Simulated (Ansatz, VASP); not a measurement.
**Two plane-wave programs on Ti**

```
CELL_PARAMETERS angstrom
0.00000 1.86760 2.03000
1.86760 0.00000 2.03000
1.86760 1.86760 0.00000
ATOMIC_POSITIONS crystal
Ti 0.00000 0.00000 0.00000
```

Change from the starting cell: strain -0.080 along x and y, +0.000 along z, atoms carried along.

Alike in both runs: task single point; functional PBEsol; k mesh 20 × 20 × 20; occupations gaussian, width 0.15 eV; no spin polarisation.

```csv
,VASP,Ansatz
version,VASP 6.6.1,Ansatz 0.2.0
potentials or method,"VASP PAW PBE potentials, release 64 (Ti_sv), cutoff 520 eV","scalar-relativistic, plane waves, PAW"
valence electrons in the cell,12,12
```

|  | VASP | Ansatz | Ansatz less VASP |
| --- | --- | --- | --- |
| gap on the k mesh at the Fermi level (eV) | none | none | - |
| pressure (GPa) | 23.8 | 24.4 | +0.62 |
| traceless stress, the component that is largest in VASP (GPa) | -1.28 | -1.21 | +0.067 |

VASP's potentials were made for PBE, not for PBEsol. A gap of «none» marks a metal or a gap that the smearing closes.
